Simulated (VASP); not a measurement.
# Sb in VASP: a series of runs, part 2 of 2

VASP 6.6.1. Earlier steps stand in the parts before.

### Step 5. Single point, PBEsol (volume scaled by 0.9405)

File INCAR:

```
PREC = Accurate
ENCUT = 520
EDIFF = 1E-7
ISMEAR = -1
SIGMA = 0.05
LREAL = F
LASPH = T
NELM = 100
ALGO = Normal
ISIF = 2
LWAVE = F
LCHARG = T
GGA = PS
LELF = T
LVHAR = T
NBANDS = 8
```

File KPOINTS:

```
regular mesh
0
Gamma
  13 13 13
```

File POSCAR:

```
Sb
1.0
    3.0960408524      0.0000000000      0.0000000000
    0.0000000000      3.0960408524      0.0000000000
    0.0000000000      0.0000000000      3.0960408524
Sb
1
Direct
    0.0000000000      0.0000000000      0.0000000000
```

Potentials or basis: VASP PAW PBE potentials, release 64 (Sb).

The run is started by

```console
$ cat potpaw_PBE.64/Sb/POTCAR > POTCAR
$ mpirun -np 1 vasp_std > vasp.out
```

OUTCAR:

```text
PREC = Accurate
   ENCUT = 520
   EDIFF = 1E-7
   ISMEAR = -1
   LREAL = F
   LASPH = T
   NELM = 100
   ISIF = 2
   GGA = PS

 ion  position               nearest neighbor table
   1  0.000  0.000  0.000-

  LATTYP: Found a simple cubic cell.
 ALAT       =     3.0960408524

  Lattice vectors:

 A1 = (   3.0960408524,   0.0000000000,   0.0000000000)
 A2 = (   0.0000000000,   3.0960408524,   0.0000000000)
 A3 = (   0.0000000000,   0.0000000000,   3.0960408524)

Analysis of symmetry for initial positions (statically):
=====================================================================
 Subroutine PRICEL returns:
 Original cell was already a primitive cell.

 Routine SETGRP: Setting up the symmetry group for a
 simple cubic supercell.

 Subroutine GETGRP returns: Found 48 space group operations
 (whereof 48 operations were pure point group operations)
 out of a pool of 48 trial point group operations.

The static configuration has the point symmetry O_h .

Analysis of symmetry for dynamics (positions and initial velocities):
=====================================================================
 Subroutine PRICEL returns:
[... 152 lines left out ...]

  energy without entropy =       -4.54019821  energy(sigma->0) =       -4.54148021

 E-fermi :   7.1080     XC(G=0):  -9.7755

 val. band max:        7.0700387840   @ k =   0.3077   0.2308   0.1538
 cond. band min:       7.1961946194   @ k =   0.3077   0.2308   0.2308
 fundamental gap:      0.1261558354
 Fermi energy:         7.1080348363

 k-point     1 :       0.0000    0.0000    0.0000
  band No.  band energies     occupation
      1      -5.3888      2.00000
      2      10.3252      0.00000
      3      10.3252      0.00000
      4      10.3252      0.00000
      5      14.0061      0.00000
      6      14.0061      0.00000
      7      15.2180      0.00000
      8      24.8113      0.00000
[... 243 lines left out ...]
 k-point    24 :       0.3846    0.3077    0.0000
  band No.  band energies     occupation
      1      -2.1532      2.00000
      2       3.6003      2.00000
      3       5.5741      2.00000
      4      11.8908      0.00000
      5      13.2144      0.00000
      6      17.4105      0.00000
      7      20.1517      0.00000
      8      20.4691      0.00000

 [... further k-points ...]
[... 5 lines left out ...]
  --------------------------------------------------------------------------------------
  -------------------------------------------------------------------------------------
  Total       -0.3638856     -0.3638856     -0.3638856      0.0000000      0.0000000     -0.0000000
  in kB      -19.6451525    -19.6451525    -19.6451525      0.0000000      0.0000000     -0.0000000
  external PRESSURE =     -19.6451525 kB  Pullay stress =       0.0000000 kB

 VOLUME and BASIS-vectors are now :
 -----------------------------------------------------------------------------
  energy-cutoff  :      520.00
  volume of cell :       29.68
      direct lattice vectors                 reciprocal lattice vectors
     3.096040852  0.000000000  0.000000000     0.322993154  0.000000000  0.000000000
     0.000000000  3.096040852  0.000000000     0.000000000  0.322993154  0.000000000
     0.000000000  0.000000000  3.096040852     0.000000000  0.000000000  0.322993154

 POSITION                                       TOTAL-FORCE (eV/Angst)
 -----------------------------------------------------------------------------------
      0.00000      0.00000      0.00000         0.000000      0.000000      0.000000
 -----------------------------------------------------------------------------------
    total drift:                                0.000000      0.000000      0.000000

  FREE ENERGIE OF THE ION-ELECTRON SYSTEM (eV)
  ---------------------------------------------------
  free  energy   TOTEN  =        -4.5427621995 eV

  energy  without entropy=       -4.5401982149  energy(sigma->0) =       -4.54148021
```

OSZICAR:

```text
N       E                     dE             d eps       ncg     rms          rms(c)
DAV:   1     0.451993050460E+01    0.45199E+01   -0.17520E+03  1360   0.413E+02
DAV:   2    -0.443867408904E+01   -0.89586E+01   -0.84889E+01  2008   0.515E+01
DAV:   3    -0.454411807023E+01   -0.10544E+00   -0.10543E+00  1504   0.630E+00
DAV:   4    -0.454456959704E+01   -0.45153E-03   -0.45153E-03  2176   0.523E-01
DAV:   5    -0.454457068883E+01   -0.10918E-05   -0.10915E-05  1696   0.152E-02    0.187E+00
DAV:   6    -0.454354107173E+01    0.10296E-02   -0.32947E-04  1912   0.124E-01    0.111E+00
DAV:   7    -0.454275251013E+01    0.78856E-03   -0.85976E-04  1480   0.191E-01    0.598E-02
DAV:   8    -0.454276143649E+01   -0.89264E-05   -0.25328E-05  1952   0.344E-02    0.477E-03
DAV:   9    -0.454276226591E+01   -0.82942E-06   -0.68375E-07  1760   0.573E-03    0.147E-03
DAV:  10    -0.454276219946E+01    0.66449E-07   -0.13529E-07  1696   0.202E-03
   1 F= -.45427622E+01 E0= -.45414802E+01  d E =-.256398E-02
```

Run time: 4.9 s. Hardware: 1 thread of Intel Xeon 6975P-C (Granite Rapids), shared host; peak memory 0.14 GiB.

Results:

```
Free energy : -4.5428 eV
Pressure    : -2.0 GPa
```

Caveat: the PAW data sets were made with another functional, which shifts forces and pressure a little; spin-orbit coupling is left out, which moves the levels of the heavy elements.

### Step 6. Overview

| cell | gap on the mesh (eV) | pressure (GPa) |
| --- | --- | --- |
| a = 3.160 Å, angles 91.1°, 1 atom | none | -4.9 |
| a = 3.160 Å, angles 89.4°, 1 atom | none | -4.9 |
| a = 3.161 Å, angles 88.3°, 1 atom | none | -4.9 |
| a = 3.096 Å, 1 atom | none | -2.0 |

Alike in all rows: task single point; level PBEsol; potentials or basis VASP PAW PBE potentials, release 64 (Sb); no spin polarisation; k mesh 13 × 13 × 13; cutoff (eV) 520; smearing fermi-dirac 0.05 eV.

Caveats: the PAW data sets were made with another functional, which shifts forces and pressure a little; spin-orbit coupling is left out, which moves the levels of the heavy elements.

Total energies depend on the potentials used, so only differences within one code and one set of settings carry meaning.
